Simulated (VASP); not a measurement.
# C in VASP: a series of runs

C is run at these levels: LDA, PBE; tasks: density of states, electric field gradients.

Everything below comes from runs of VASP 6.6.1. Logs are shortened: lines on timing, memory, paths and dates and some standing lists are left out, and cuts for length are marked.

### 1 The cell of the first run

The cell holds a slab with vacuum, 2 atoms: a = 2.496 Å, b = 2.496 Å, c = 8.664 Å, α = 90.00°, β = 90.00°, γ = 120.00°.

### 2 Density of states, LDA

POSCAR

```
C
1.0
    2.4964424046      0.0000000000      0.0000000000
   -1.2482212023      2.1619825415      0.0000000000
    0.0000000000      0.0000000000      8.6635626813
C
2
Direct
    0.3333333333      0.6666666667      0.0000000000
    0.6666666667      0.3333333333      0.0000000000
```

INCAR.step1

```
SYSTEM = C
PREC = Accurate
ENCUT = 520
EDIFF = 1E-6
ISMEAR = 0
SIGMA = 0.1
LREAL = .False.
LASPH = .True.
NELM = 120
ALGO = Normal
ISIF = 2
LWAVE = .False.
LCHARG = .True.
GGA = CA
NBANDS = 11
GGA_COMPAT = .False.
NEDOS = 2001
LORBIT = 11
```

KPOINTS.step1

```
regular mesh
0
Gamma
  3 3 1
  0 0 0
```

INCAR.step2

```
SYSTEM = C
PREC = Accurate
ENCUT = 520
EDIFF = 1E-6
ISMEAR = 0
SIGMA = 0.1
LREAL = .False.
LASPH = .True.
NELM = 120
ALGO = Normal
ISIF = 2
LWAVE = .False.
LCHARG = .False.
GGA = CA
LORBIT = 11
NEDOS = 2001
ICHARG = 11
GGA_COMPAT = .False.
```

KPOINTS.step2

```
regular mesh
0
Gamma
  5 5 1
  0 0 0
```

Potentials or basis: VASP PAW LDA potentials, release 64 (C).

Launch:

```bash
> cat potpaw_LDA.64/C/POTCAR > POTCAR
> cp INCAR.step1 INCAR
> cp KPOINTS.step1 KPOINTS
> mpirun -np 1 vasp_std > vasp.out
> cp INCAR.step2 INCAR
> cp KPOINTS.step2 KPOINTS
> mpirun -np 1 vasp_std > vasp.out
```

OUTCAR:

```text
SYSTEM = C
   PREC = Accurate
   ENCUT = 520
   EDIFF = 1E-6
   ISMEAR = 0
   LREAL = .False.
   LASPH = .True.
   NELM = 120
   ISIF = 2
   GGA = CA
   LORBIT = 11
   ICHARG = 11

 ion  position               nearest neighbor table
   1  0.333  0.667  0.000-   2 1.44   2 1.44   2 1.44
   2  0.667  0.333  0.000-   1 1.44   1 1.44   1 1.44

  LATTYP: Found a hexagonal cell.
 ALAT       =     2.4964424046
 C/A-ratio  =     3.4703635323

  Lattice vectors:

 A1 = (   2.4964424046,   0.0000000000,   0.0000000000)
 A2 = (  -1.2482212023,   2.1619825415,   0.0000000000)
 A3 = (   0.0000000000,   0.0000000000,   8.6635626813)

Analysis of symmetry for initial positions (statically):
=====================================================================
 Subroutine PRICEL returns:
 Original cell was already a primitive cell.

 Routine SETGRP: Setting up the symmetry group for a
 hexagonal supercell.

 Subroutine GETGRP returns: Found 24 space group operations
 (whereof 24 operations were pure point group operations)
 out of a pool of 24 trial point group operations.

The static configuration has the point symmetry D_6h.

Analysis of symmetry for dynamics (positions and initial velocities):
=====================================================================
 Subroutine PRICEL returns:
 Original cell was already a primitive cell.

 Routine SETGRP: Setting up the symmetry group for a
 hexagonal supercell.

 Subroutine GETGRP returns: Found 24 space group operations
 (whereof 24 operations were pure point group operations)
 out of a pool of 24 trial point group operations.

The dynamic configuration has the point symmetry D_6h.

 Subroutine INISYM returns: Found 24 space group operations
 (whereof 24 operations are pure point group operations),
 and found     1 'primitive' translations

----------------------------------------------------------------------------------------

                                     Primitive cell

  volume of cell :      46.7595

  direct lattice vectors                    reciprocal lattice vectors
     2.496442405  0.000000000  0.000000000     0.400570026  0.231269213  0.000000000
    -1.248221202  2.161982542  0.000000000     0.000000000  0.462538425  0.000000000
     0.000000000  0.000000000  8.663562681     0.000000000  0.000000000  0.115425955

  length of vectors
     2.496442405  2.496442405  8.663562681     0.462538425  0.462538425  0.115425955

  position of ions in fractional coordinates (direct lattice)
     0.333333333  0.666666667  0.000000000
     0.666666667  0.333333333  0.000000000

  ion indices of the primitive-cell ions
   primitive index   ion index
                 1           1
                 2           2

----------------------------------------------------------------------------------------

 KPOINTS: regular mesh

Automatic generation of k-mesh.
 Grid dimensions read from file:
 generate k-points for:    5    5    1

 Generating k-lattice:

  Cartesian coordinates                     Fractional coordinates (reciprocal lattice)
     0.080114005  0.046253843  0.000000000     0.200000000 -0.000000000  0.000000000
     0.000000000  0.092507685  0.000000000     0.000000000  0.200000000  0.000000000
     0.000000000  0.000000000  0.115425955     0.000000000  0.000000000  1.000000000

  Length of vectors
     0.092507685  0.092507685  0.115425955

  Shift w.r.t. Gamma in fractional coordinates (k-lattice)
     0.000000000  0.000000000  0.000000000

 Subroutine IBZKPT returns following result:
 ===========================================

 Found      5 irreducible k-points:

 Following reciprocal coordinates:
            Coordinates               Weight
  0.000000  0.000000  0.000000      1.000000
  0.200000  0.000000  0.000000      6.000000
  0.400000  0.000000  0.000000      6.000000
  0.200000  0.200000  0.000000      6.000000
  0.400000  0.200000  0.000000      6.000000
   k-points           NKPTS =      5   k-points in BZ     NKDIM =      5   number of bands    NBANDS=      8
   number of dos      NEDOS =   2001   number of ions     NIONS =      2
   total plane-waves  NPLWV =  25600
   dimension x,y,z NGX =    20 NGY =   20 NGZ =   64
   dimension x,y,z NGXF=    40 NGYF=   40 NGZF=  128
   ions per type =               2
   NGX,Y,Z   is equivalent  to a cutoff of  13.32, 13.32, 12.28 a.u.
   NGXF,Y,Z  is equivalent  to a cutoff of  26.64, 26.64, 24.56 a.u.
 SYSTEM =  C
   PREC   = accura    normal or accurate (medium, high low for compatibility)
   ISTART =      0    job   : 0-new  1-cont  2-samecut
   ICHARG =     11    charge: 1-file 2-atom 10-const
   ISPIN  =      1    spin polarized calculation?
   LNONCOLLINEAR =      F non collinear calculations
   LSORBIT =      F    spin-orbit coupling
   LASPH  =      T    aspherical Exc in radial PAW
   ENCUT  =  520.0 eV  38.22 Ry    6.18 a.u.   4.64  4.64 16.11*2*pi/ulx,y,z
   NELM   =    120;   NELMIN=  2; NELMDL=  0     # of ELM steps
   EDIFF  = 0.1E-05   stopping-criterion for ELM
   LREAL  =      F    real-space projection
   EDIFFG = 0.1E-04   stopping-criterion for IOM
   NSW    =      0    number of steps for IOM
   IBRION =     -1    ionic relax: 0-MD 1-quasi-New 2-CG
   NFREE  =      0    steps in history (QN), initial steepest desc. (CG)
   ISIF   =      2    stress and relaxation
   ISYM   =      2    0-nonsym 1-usesym 2-fastsym
   POTIM  = 0.5000    time-step for ionic-motion
   TEBEG  =    0.0;   TEEND  =   0.0 temperature during run
   PSTRESS=    0.0 pullay stress
   NELECT =       8.0000    total number of electrons
   NUPDOWN=      -1.0000    fix difference up-down
   EMIN   =  10.00;   EMAX   =-10.00  energy-range for DOS
   EFERMI =   0.00;   METHOD = LEGACY
   ISMEAR =     0;   SIGMA  =   0.10  broadening in eV -4-tet -1-fermi 0-gaus
   EFERMI_NEDOS =   21; number of points for ismear=-14 and -15
   IALGO  =     38    algorithm
   IMIX   =      4    mixing-type and parameters
     AMIX     =   0.40;   BMIX     =  1.00
     AMIX_MAG =   1.60;   BMIX_MAG =  1.00
  volume/ion in A,a.u.               =      23.38       157.77
  Fermi-wavevector in a.u.,A,eV,Ry     =   0.908827  1.717435 11.237966  0.825967
  Thomas-Fermi vector in A             =   2.032800
   LORBIT       =     11    0 simple, 1 ext, 2 COOP (PROOUT), +10 PAW based schemes
   GGA     = CA    functional components
   LHFCALC =     F    Hartree Fock is set to
   AEXX    =    0.0000 exact exchange contribution
   IVDW    =     0    specifies the selected vdW correction
   LEPSILON=     F    determine dielectric tensor
   LRPA    =     F    only Hartree local field effects (RPA)
 non-spin polarized calculation
 Gauss-broadening in eV      SIGMA  =   0.10
  energy-cutoff  :      520.00
  volume of cell :       46.76
 maximum number of plane-waves:      1281
 NGX is ok and might be reduce to    20

 number of electron       8.0000001 magnetization

 Free energy of the ion-electron system (eV)
  ---------------------------------------------------
  ext. energy  EPLUGINS =         0.00000000
  ---------------------------------------------------
  free energy    TOTEN  =       -20.09899961 eV

  energy without entropy =      -20.09899961  energy(sigma->0) =      -20.09899961

 E-fermi :  -2.1338     XC(G=0):  -4.9837

 val. band max:       -2.5757784880   @ k =   0.4000   0.2000   0.0000
 cond. band min:       0.1248953837   @ k =   0.4000   0.2000   0.0000
 fundamental gap:      2.7006738717
 Fermi energy:        -2.1337725111

 k-point     1 :       0.0000    0.0000    0.0000
  band No.  band energies     occupation
      1     -20.1250      2.00000
      2      -8.5260      2.00000
      3      -4.1470      2.00000
      4      -4.1470      2.00000
      5       2.1497      0.00000
      6       4.3975      0.00000
      7       6.0100      0.00000
      8       6.9024      0.00000

 k-point     2 :       0.2000    0.0000    0.0000
  band No.  band energies     occupation
      1     -19.2092      2.00000
      2      -7.4401      2.00000
      3      -7.1366      2.00000
      4      -5.5816      2.00000
      5       3.3976      0.00000
      6       5.5954      0.00000
      7       6.7533      0.00000
      8       7.1059      0.00000

 k-point     3 :       0.4000    0.0000    0.0000
  band No.  band energies     occupation
      1     -16.5407      2.00000
      2     -12.1675      2.00000
      3      -7.1825      2.00000
      4      -4.4997      2.00000
      5       1.9192      0.00000
      6       6.0733      0.00000
      7       7.1311      0.00000
      8       9.1699      0.00000

 k-point     4 :       0.2000    0.2000    0.0000
  band No.  band energies     occupation
      1     -17.4145      2.00000
      2      -9.8467      2.00000
      3      -8.4256      2.00000
      4      -5.3714      2.00000
      5       3.5924      0.00000
      6       5.8837      0.00000
      7       7.8784      0.00000
      8       9.2197      0.00000

 k-point     5 :       0.4000    0.2000    0.0000
  band No.  band energies     occupation
      1     -14.4275      2.00000
      2     -13.4839      2.00000
      3      -9.7606      2.00000
      4      -2.5758      2.00000
      5       0.1249      0.00000
      6       9.2754      0.00000
      7       9.9521      0.00000
      8      10.5584      0.00000

------------------------ aborting loop because EDIFF is reached ----------------------------------------

  FORCE on cell =-STRESS in cart. coord.  units (eV):
  Direction    XX          YY          ZZ          XY          YZ          ZX
  --------------------------------------------------------------------------------------
  -------------------------------------------------------------------------------------
  Total       -2.6817261     -2.6817261     -0.3165501      0.0000000      0.0000000     -0.0000000
  in kB      -91.8871422    -91.8871422    -10.8463297      0.0000000      0.0000000     -0.0000000
  external PRESSURE =     -64.8735380 kB  Pullay stress =       0.0000000 kB

 VOLUME and BASIS-vectors are now :
 -----------------------------------------------------------------------------
  energy-cutoff  :      520.00
  volume of cell :       46.76
      direct lattice vectors                 reciprocal lattice vectors
     2.496442405  0.000000000  0.000000000     0.400570026  0.231269213  0.000000000
    -1.248221202  2.161982542  0.000000000     0.000000000  0.462538425  0.000000000
     0.000000000  0.000000000  8.663562681     0.000000000  0.000000000  0.115425955

 POSITION                                       TOTAL-FORCE (eV/Angst)
 -----------------------------------------------------------------------------------
     -0.00000      1.44132      0.00000         0.000000      0.000000      0.000000
      1.24822      0.72066      0.00000        -0.000000     -0.000000     -0.000000
 -----------------------------------------------------------------------------------
    total drift:                                0.000000     -0.000000     -0.000000

  FREE ENERGIE OF THE ION-ELECTRON SYSTEM (eV)
  ---------------------------------------------------
  free  energy   TOTEN  =       -20.0989996123 eV

  energy  without entropy=      -20.0989996123  energy(sigma->0) =      -20.09899961

 total charge

# of ion       s       p       d       tot
------------------------------------------
    1        0.843   1.755   0.000   2.598
    2        0.843   1.755   0.000   2.598
--------------------------------------------------
tot          1.687   3.509   0.000   5.196
```

Wall time 6.9 s (1 thread of AMD EPYC 7R13 (Zen 3), shared host); peak memory 0.1 GiB.

Results:

| Quantity | Value |
| --- | --- |
| Valence electrons inside the program's atomic spheres | C 2.60 |

Caveat: the k points lie up to 0.97 Å⁻¹ apart.

### 3 Electric field gradients, PBE

This run uses another cell than the first one, of 22.27 Å³/atom, 0.952 times its volume.

INCAR

```
ALGO = Normal
EDIFF = 1E-8
ENCUT = 520
GGA = PE
GGA_COMPAT = False
ISIF = 2
ISMEAR = 0
LASPH = True
LCHARG = False
LEFG = True
LREAL = False
LWAVE = False
NBANDS = 11
NELM = 120
PREC = Accurate
SIGMA = 0.1
```

KPOINTS

```
k-points
0
Gamma
  6 6 2
```

POSCAR

```
C
1.0
    2.4561701622      0.0000000000      0.0000000000
   -1.2280850811      2.1271057565      0.0000000000
    0.0000000000      0.0000000000      8.5238033600
C
2
Direct
    0.3333333333      0.6666666667      0.0000000000
    0.6666666667      0.3333333333      0.0000000000
```

Potentials or basis: VASP PAW PBE potentials, release 64 (C).

Launch:

```bash
> cat potpaw_PBE.64/C/POTCAR > POTCAR
> mpirun -np 1 vasp_std > vasp.out
```

OUTCAR:

```text
EDIFF = 1E-8
   ENCUT = 520
   GGA = PE
   ISIF = 2
   ISMEAR = 0
   LASPH = True
   LREAL = False
   NELM = 120
   PREC = Accurate

 ion  position               nearest neighbor table
   1  0.333  0.667  0.000-   2 1.42   2 1.42   2 1.42
   2  0.667  0.333  0.000-   1 1.42   1 1.42   1 1.42

  LATTYP: Found a hexagonal cell.
 ALAT       =     2.4561701622
 C/A-ratio  =     3.4703635323

  Lattice vectors:

 A1 = (   2.4561701622,   0.0000000000,   0.0000000000)
 A2 = (  -1.2280850811,   2.1271057565,   0.0000000000)
 A3 = (   0.0000000000,   0.0000000000,   8.5238033600)

Analysis of symmetry for initial positions (statically):
=====================================================================
 Subroutine PRICEL returns:
 Original cell was already a primitive cell.

 Routine SETGRP: Setting up the symmetry group for a
 hexagonal supercell.
[... 371 lines left out ...]
  energy-cutoff  :      520.00
  volume of cell :       44.53
      direct lattice vectors                 reciprocal lattice vectors
     2.456170162  0.000000000  0.000000000     0.407137916  0.235061185  0.000000000
    -1.228085081  2.127105756  0.000000000     0.000000000  0.470122370  0.000000000
     0.000000000  0.000000000  8.523803360     0.000000000  0.000000000  0.117318521

 POSITION                                       TOTAL-FORCE (eV/Angst)
 -----------------------------------------------------------------------------------
     -0.00000      1.41807      0.00000        -0.000000     -0.000000      0.000000
      1.22809      0.70904      0.00000         0.000000      0.000000     -0.000000
 -----------------------------------------------------------------------------------
    total drift:                                0.000000     -0.000000      0.000000

  FREE ENERGIE OF THE ION-ELECTRON SYSTEM (eV)
  ---------------------------------------------------
  free  energy   TOTEN  =       -18.3967587998 eV

  energy  without entropy=      -18.3904900273  energy(sigma->0) =      -18.39362441

 Electric field gradients (V/A^2)
---------------------------------------------------------------------
 ion       V_xx      V_yy      V_zz      V_xy      V_xz      V_yz
---------------------------------------------------------------------
   1     -15.606   -15.607    31.212    -0.001    -0.000    -0.000
   2     -15.606   -15.607    31.212    -0.001    -0.000    -0.000
---------------------------------------------------------------------

 Electric field gradients after diagonalization (V/A^2)
 (convention: |V_zz| > |V_xx| > |V_yy|)
----------------------------------------------------------------------
 ion       V_xx      V_yy      V_zz     asymmetry (V_yy - V_xx)/ V_zz
----------------------------------------------------------------------
   1     -15.607   -15.605    31.212       0.000
   2     -15.607   -15.605    31.212       0.000
----------------------------------------------------------------------

           NMR quadrupolar parameters

 Cq : quadrupolar parameter    Cq=e*Q*V_zz/h
 eta: asymmetry parameters     (V_yy - V_xx)/ V_zz
 Q  : nuclear electric quadrupole moment in mb (millibarn)
----------------------------------------------------------------------
 ion       Cq(MHz)       eta       Q (mb)
----------------------------------------------------------------------
   1       0.075       0.000       1.000
   2       0.075       0.000       1.000
----------------------------------------------------------------------
```

OSZICAR:

```text
N       E                     dE             d eps       ncg     rms          rms(c)
DAV:   1     0.223772029469E+02    0.22377E+02   -0.35413E+03   308   0.563E+02
DAV:   2    -0.180699138299E+02   -0.40447E+02   -0.37646E+02   398   0.128E+02
DAV:   3    -0.197047119377E+02   -0.16348E+01   -0.16246E+01   405   0.260E+01
DAV:   4    -0.197186403605E+02   -0.13928E-01   -0.13922E-01   461   0.276E+00
DAV:   5    -0.197187178393E+02   -0.77479E-04   -0.77468E-04   366   0.182E-01    0.641E+00
DAV:   6    -0.187721460659E+02    0.94657E+00   -0.75504E-01   355   0.503E+00    0.376E+00
DAV:   7    -0.184045482862E+02    0.36760E+00   -0.10270E+00   371   0.583E+00    0.101E+00
DAV:   8    -0.183963878468E+02    0.81604E-02   -0.29421E-02   354   0.941E-01    0.180E-01
DAV:   9    -0.183958675014E+02    0.52035E-03   -0.47323E-04   383   0.140E-01    0.117E-01
DAV:  10    -0.183952679346E+02    0.59957E-03   -0.42421E-03   328   0.261E-01    0.811E-02
DAV:  11    -0.183961723460E+02   -0.90441E-03   -0.19100E-04   356   0.781E-02    0.358E-02
DAV:  12    -0.183966972512E+02   -0.52491E-03   -0.78007E-05   328   0.551E-02    0.171E-02
DAV:  13    -0.183967360682E+02   -0.38817E-04   -0.29374E-06   344   0.120E-02    0.685E-03
DAV:  14    -0.183967585468E+02   -0.22479E-04   -0.13942E-06   337   0.629E-03    0.103E-03
DAV:  15    -0.183967588602E+02   -0.31346E-06   -0.56922E-08   392   0.158E-03    0.702E-04
DAV:  16    -0.183967587923E+02    0.67896E-07   -0.19625E-08   343   0.822E-04    0.782E-05
DAV:  17    -0.183967587998E+02   -0.75112E-08   -0.70636E-10   369   0.162E-04
   1 F= -.18396759E+02 E0= -.18393624E+02  d E =-.626877E-02
```

It took 16 s on 1 thread of Intel Xeon 8259CL, shared host; peak memory 0.14 GiB.

Results:

* Free energy: -18.3968 eV
* Band gap on the k mesh: zero (filled and empty bands touch)

Electric field gradients, principal values (V/Å²):
```tsv
atom	least	middle	greatest (by size)
1 C	-15.605	-15.607	31.212
2 C	-15.605	-15.607	31.212
```

Caveat: the k points lie up to 0.49 Å⁻¹ apart; without QUAD_EFG the Cq values of the log hold for a quadrupole moment of 1 mb, not for the nuclei.
